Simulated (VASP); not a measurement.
# W (R-3m) in VASP: a series of runs

W is run at these levels: LDA; tasks: single point.

Program: VASP 6.6.1. These are calculated values, not measurements. Logs are shortened: lines on timing, memory, paths and dates and some standing lists are left out, and cuts for length are marked.

### Step 1. The cell of the first run

It takes space group R-3m (No. 166, trigonal). Conventional cell: a = 4.339 Å, b = 4.339 Å, c = 2.752 Å, α = 90.00°, β = 90.00°, γ = 120.00°. Within 3.5 Å of W (site symmetry -3m) lie 14 W at 2.67 to 3.11 Å.

### Step 2. Single point, LDA

INCAR

```
  ALGO = Fast
  EDIFF = 1E-7
  ENCUT = 520
  GGA = CA
  ISIF = 2
  ISMEAR = 0
  LASPH = T
  LCHARG = F
  LREAL = F
  LWAVE = F
  NBANDS = 13
  NELM = 60
  PREC = Accurate
  SIGMA = 0.15
```

KPOINTS

```
k-points
0
Gamma
  20 20 20
```

POSCAR

```
W
1.0
   -1.5158610338      1.5523972520      1.5523972520
    1.5523972520     -1.5158610338      1.5523972520
    1.5523972520      1.5523972520     -1.5158610338
W
1
Direct
    0.0000000000      0.0000000000      0.0000000000
```

Potentials or basis: VASP PAW LDA potentials, release 64 (W_sv).

Launch:

```console
> cat potpaw_LDA.64/W_sv/POTCAR > POTCAR
> mpirun -np 1 vasp_std > vasp.out
```

OUTCAR:

```text
EDIFF = 1E-7
   ENCUT = 520
   GGA = CA
   ISIF = 2
   ISMEAR = 0
   LASPH = T
   LREAL = F
   NELM = 60
   PREC = Accurate

 ion  position               nearest neighbor table
   1  0.000  0.000  0.000-

  LATTYP: Found a trigonal (rhomboedric) cell.
 ALAT       =     2.6679035083
 COS(alpha) =    -0.3226459155

  Lattice vectors:

 A1 = (  -1.5158610338,   1.5523972520,   1.5523972520)
 A2 = (   1.5523972520,  -1.5158610338,   1.5523972520)
 A3 = (   1.5523972520,   1.5523972520,  -1.5158610338)

Analysis of symmetry for initial positions (statically):
=====================================================================
 Subroutine PRICEL returns:
 Original cell was already a primitive cell.

 Routine SETGRP: Setting up the symmetry group for a
 trigonal (rhombohedral) supercell.

 Subroutine GETGRP returns: Found 12 space group operations
 (whereof 12 operations were pure point group operations)
 out of a pool of 12 trial point group operations.

The static configuration has the point symmetry D_3d.

Analysis of symmetry for dynamics (positions and initial velocities):
=====================================================================
 Subroutine PRICEL returns:
 Original cell was already a primitive cell.

 Routine SETGRP: Setting up the symmetry group for a
 trigonal (rhombohedral) supercell.

 Subroutine GETGRP returns: Found 12 space group operations
 (whereof 12 operations were pure point group operations)
 out of a pool of 12 trial point group operations.

The dynamic configuration has the point symmetry D_3d.

 Subroutine INISYM returns: Found 12 space group operations
 (whereof 12 operations are pure point group operations),
 and found     1 'primitive' translations

----------------------------------------------------------------------------------------

                                     Primitive cell

  volume of cell :      14.9586

  direct lattice vectors                    reciprocal lattice vectors
    -1.515861034  1.552397252  1.552397252    -0.007494212  0.318423591  0.318423591
     1.552397252 -1.515861034  1.552397252     0.318423591 -0.007494212  0.318423591
     1.552397252  1.552397252 -1.515861034     0.318423591  0.318423591 -0.007494212

  length of vectors
     2.667903508  2.667903508  2.667903508     0.450381317  0.450381317  0.450381317

  position of ions in fractional coordinates (direct lattice)
     0.000000000  0.000000000  0.000000000

  ion indices of the primitive-cell ions
   primitive index   ion index
                 1           1

----------------------------------------------------------------------------------------

 KPOINTS: k-points

Automatic generation of k-mesh.
 Grid dimensions read from file:
 generate k-points for:   20   20   20

 Generating k-lattice:

  Cartesian coordinates                     Fractional coordinates (reciprocal lattice)
    -0.000374711  0.015921180  0.015921180     0.050000000 -0.000000000 -0.000000000
     0.015921180 -0.000374711  0.015921180    -0.000000000  0.050000000 -0.000000000
     0.015921180  0.015921180 -0.000374711    -0.000000000 -0.000000000  0.050000000

  Length of vectors
     0.022519066  0.022519066  0.022519066

  Shift w.r.t. Gamma in fractional coordinates (k-lattice)
     0.000000000  0.000000000  0.000000000

 Subroutine IBZKPT returns following result:
 ===========================================

 Found    781 irreducible k-points:

 Following reciprocal coordinates:
            Coordinates               Weight
  0.000000  0.000000  0.000000      1.000000
  0.050000  0.000000  0.000000      6.000000
  0.100000  0.000000  0.000000      6.000000
  0.150000  0.000000  0.000000      6.000000
  0.200000  0.000000  0.000000      6.000000
  0.250000  0.000000  0.000000      6.000000
[... 16 lines left out ...]
 -0.400000  0.050000 -0.000000     12.000000
 -0.350000  0.050000  0.000000     12.000000
 [... further k-points ...]
   k-points           NKPTS =    781   k-points in BZ     NKDIM =    781   number of bands    NBANDS=     13
   number of dos      NEDOS =    301   number of ions     NIONS =      1
   total plane-waves  NPLWV =   8000
   dimension x,y,z NGX =    20 NGY =   20 NGZ =   20
   dimension x,y,z NGXF=    40 NGYF=   40 NGZF=   40
   ions per type =               1
   NGX,Y,Z   is equivalent  to a cutoff of  12.46, 12.46, 12.46 a.u.
   NGXF,Y,Z  is equivalent  to a cutoff of  24.93, 24.93, 24.93 a.u.
 SYSTEM =  unknown system
   PREC   = accura    normal or accurate (medium, high low for compatibility)
   ISTART =      0    job   : 0-new  1-cont  2-samecut
   ICHARG =      2    charge: 1-file 2-atom 10-const
   ISPIN  =      1    spin polarized calculation?
   LNONCOLLINEAR =      F non collinear calculations
   LSORBIT =      F    spin-orbit coupling
   LASPH  =      T    aspherical Exc in radial PAW
   ENCUT  =  520.0 eV  38.22 Ry    6.18 a.u.   4.96  4.96  4.96*2*pi/ulx,y,z
   NELM   =     60;   NELMIN=  2; NELMDL= -5     # of ELM steps
   EDIFF  = 0.1E-06   stopping-criterion for ELM
   LREAL  =      F    real-space projection
   EDIFFG = 0.1E-05   stopping-criterion for IOM
   NSW    =      0    number of steps for IOM
   IBRION =     -1    ionic relax: 0-MD 1-quasi-New 2-CG
   NFREE  =      0    steps in history (QN), initial steepest desc. (CG)
   ISIF   =      2    stress and relaxation
   ISYM   =      2    0-nonsym 1-usesym 2-fastsym
   POTIM  = 0.5000    time-step for ionic-motion
   TEBEG  =    0.0;   TEEND  =   0.0 temperature during run
   PSTRESS=    0.0 pullay stress
   NELECT =      14.0000    total number of electrons
   NUPDOWN=      -1.0000    fix difference up-down
   EMIN   =  10.00;   EMAX   =-10.00  energy-range for DOS
   EFERMI =   0.00;   METHOD = LEGACY
   ISMEAR =     0;   SIGMA  =   0.15  broadening in eV -4-tet -1-fermi 0-gaus
   EFERMI_NEDOS =   21; number of points for ismear=-14 and -15
   IALGO  =     68    algorithm
   IMIX   =      4    mixing-type and parameters
     AMIX     =   0.40;   BMIX     =  1.00
     AMIX_MAG =   1.60;   BMIX_MAG =  1.00
  volume/ion in A,a.u.               =      14.96       100.95
  Fermi-wavevector in a.u.,A,eV,Ry     =   1.601355  3.026122 34.889941  2.564338
  Thomas-Fermi vector in A             =   2.698347
   LORBIT       =      0    0 simple, 1 ext, 2 COOP (PROOUT), +10 PAW based schemes
   GGA     = CA    functional components
   LHFCALC =     F    Hartree Fock is set to
   AEXX    =    0.0000 exact exchange contribution
   IVDW    =     0    specifies the selected vdW correction
   LEPSILON=     F    determine dielectric tensor
   LRPA    =     F    only Hartree local field effects (RPA)
 non-spin polarized calculation
 RMM-DIIS sequential band-by-band and
 Gauss-broadening in eV      SIGMA  =   0.15
  energy-cutoff  :      520.00
  volume of cell :       14.96
 maximum number of plane-waves:       415
   NGX =  9   NGY =  9   NGZ =  9

 number of electron      14.0000000 magnetization

 Free energy of the ion-electron system (eV)
  ---------------------------------------------------
  ext. energy  EPLUGINS =         0.00000000
  ---------------------------------------------------
  free energy    TOTEN  =       -14.07582128 eV

  energy without entropy =      -14.07060614  energy(sigma->0) =      -14.07321371

 E-fermi :  12.2556     XC(G=0): -14.1570

 val. band max:       12.2556269962   @ k =  -0.3500   0.3000   0.2500
 cond. band min:      12.2573841331   @ k =  -0.3000   0.2500   0.1500
 fundamental gap:      0.0017571369
 Fermi energy:        12.2556489507

 k-point     1 :       0.0000    0.0000    0.0000
  band No.  band energies     occupation
      1     -61.4997      2.00000
      2     -25.2811      2.00000
      3     -25.1687      2.00000
      4     -25.1687      2.00000
      5       2.3318      2.00000
      6      10.5731      2.00000
      7      10.5731      2.00000
      8      11.2588      2.00000
      9      14.5515      0.00000
     10      14.5515      0.00000
     11      26.6748      0.00000
     12      26.6748      0.00000
     13      27.3355      0.00000

 k-point     2 :       0.0500    0.0000    0.0000
  band No.  band energies     occupation
      1     -61.4957      2.00000
      2     -25.3107      2.00000
      3     -25.1918      2.00000
      4     -25.1692      2.00000
      5       2.4600      2.00000
      6      10.5005      2.00000
      7      10.5924      2.00000
      8      11.3307      2.00000
      9      14.4422      0.00000
     10      14.5548      0.00000
     11      26.8364      0.00000
     12      26.9959      0.00000
     13      27.4889      0.00000

 k-point     3 :       0.1000    0.0000    0.0000
  band No.  band energies     occupation
      1     -61.4839      2.00000
      2     -25.4113      2.00000
      3     -25.2429      2.00000
      4     -25.1706      2.00000
      5       2.8318      2.00000
      6      10.2960      2.00000
      7      10.5732      2.00000
      8      11.6064      2.00000
      9      14.2005      0.00000
     10      14.5706      0.00000
     11      27.2385      0.00000
     12      27.8518      0.00000
     13      27.9774      0.00000
[... 305 lines left out ...]
 k-point    23 :      -0.4000    0.0500   -0.0000
  band No.  band energies     occupation
      1     -61.3543      2.00000
      2     -26.5746      2.00000
      3     -25.6060      2.00000
      4     -25.2013      2.00000
      5       5.6940      2.00000
      6       8.5494      2.00000
      7      11.1394      2.00000
      8      14.5422      0.00000
      9      15.4023      0.00000
     10      17.0690      0.00000
     11      25.2413      0.00000
     12      26.0165      0.00000
     13      32.4045      0.00000

 k-point    24 :      -0.3500    0.0500    0.0000
  band No.  band energies     occupation
      1     -61.3750      2.00000
      2     -26.3989      2.00000
      3     -25.5480      2.00000
      4     -25.1979      2.00000
      5       5.5763      2.00000
      6       8.8038      2.00000
      7      10.4037      2.00000
      8      14.3011      0.00000
      9      15.1914      0.00000
     10      15.8497      0.00000
     11      26.1392      0.00000
     12      27.4243      0.00000
     13      33.4906      0.00000

 [... further k-points ...]

------------------------ aborting loop because EDIFF is reached ----------------------------------------

  FORCE on cell =-STRESS in cart. coord.  units (eV):
  Direction    XX          YY          ZZ          XY          YZ          ZX
  --------------------------------------------------------------------------------------
  -------------------------------------------------------------------------------------
  Total        1.2295590      1.2295590      1.2295590     -0.3603511     -0.3603511     -0.3603511
  in kB      131.6953433    131.6953433    131.6953433    -38.5964042    -38.5964042    -38.5964042
  external PRESSURE =     131.6953433 kB  Pullay stress =       0.0000000 kB

 VOLUME and BASIS-vectors are now :
 -----------------------------------------------------------------------------
  energy-cutoff  :      520.00
  volume of cell :       14.96
      direct lattice vectors                 reciprocal lattice vectors
    -1.515861034  1.552397252  1.552397252    -0.007494212  0.318423591  0.318423591
     1.552397252 -1.515861034  1.552397252     0.318423591 -0.007494212  0.318423591
     1.552397252  1.552397252 -1.515861034     0.318423591  0.318423591 -0.007494212

 POSITION                                       TOTAL-FORCE (eV/Angst)
 -----------------------------------------------------------------------------------
      0.00000      0.00000      0.00000         0.000000      0.000000     -0.000000
 -----------------------------------------------------------------------------------
    total drift:                                0.000000     -0.000000      0.000000

  FREE ENERGIE OF THE ION-ELECTRON SYSTEM (eV)
  ---------------------------------------------------
  free  energy   TOTEN  =       -14.0758212836 eV

  energy  without entropy=      -14.0706061367  energy(sigma->0) =      -14.07321371
```

Wall time 1.8 min (1 thread of Intel Xeon Platinum 8559C (Emerald Rapids), shared host); peak memory 0.24 GiB.

Results:

| Item | Value |
| --- | --- |
| Free energy | -14.0758 eV |
| Pressure | 13.2 GPa |
| Band gap on the k mesh | zero (bands 7 and 8 overlap by 6.06 eV) |

Caveat: the cell stands under pressure; spin-orbit coupling is left out, which moves the levels of the heavy elements.

### Step 3. Single point, LDA

INCAR

```
PREC = Accurate
ENCUT = 520
EDIFF = 1E-6
ISMEAR = 0
SIGMA = 0.15
LREAL = F
LASPH = T
NELM = 100
ALGO = Fast
ISIF = 2
LWAVE = F
LCHARG = F
GGA = CA
NBANDS = 13
```

KPOINTS

```
regular mesh
0
Gamma
  20 20 20
```

POSCAR

```
W
1.0
   -1.5889334701      1.5523972520      1.5523972520
    1.5523972520     -1.5889334701      1.5523972520
    1.5523972520      1.5523972520     -1.5889334701
W
1
Direct
    0.0000000000      0.0000000000      0.0000000000
```

Potentials or basis: VASP PAW LDA potentials, release 64 (W_sv).

Launch:

```console
> cat potpaw_LDA.64/W_sv/POTCAR > POTCAR
> mpirun -np 1 vasp_std > vasp.out
```

Run time: 98 s. Hardware: 1 thread of Intel Xeon Platinum 8559C (Emerald Rapids), shared host; peak memory 0.24 GiB.

It converged, with:

- Free energy: -14.0748 eV
- Pressure: 13.2 GPa
- Band gap on the k mesh: zero (bands 7 and 8 overlap by 6.55 eV)

Stress tensor (GPa, compression positive):
```
13.24  4.32  4.32
 4.32 13.24  4.32
 4.32  4.32 13.24
```

Levels at points of the mesh, in eV from the Fermi level:
```csv
k point,band 4,band 5,band 6,band 7,band 8,band 9,band 10,band 11
"(0.00, 0.00, 0.00)",-37.37,-9.93,-1.88,-1.25,-1.25,2.30,2.30,14.18
"(0.50, 0.00, 0.00)",-37.51,-6.71,-3.89,1.20,2.03,3.00,6.72,11.46
"(0.50, 0.50, 0.00)",-37.43,-6.73,-4.04,0.79,2.40,3.45,6.42,11.64
"(0.50, 0.50, 0.50)",-38.51,-6.41,-6.41,5.21,5.21,6.06,8.61,8.61
```

Caveat: the cell stands under pressure; spin-orbit coupling is left out, which moves the levels of the heavy elements.

(Part 1 of 2 ends here.)
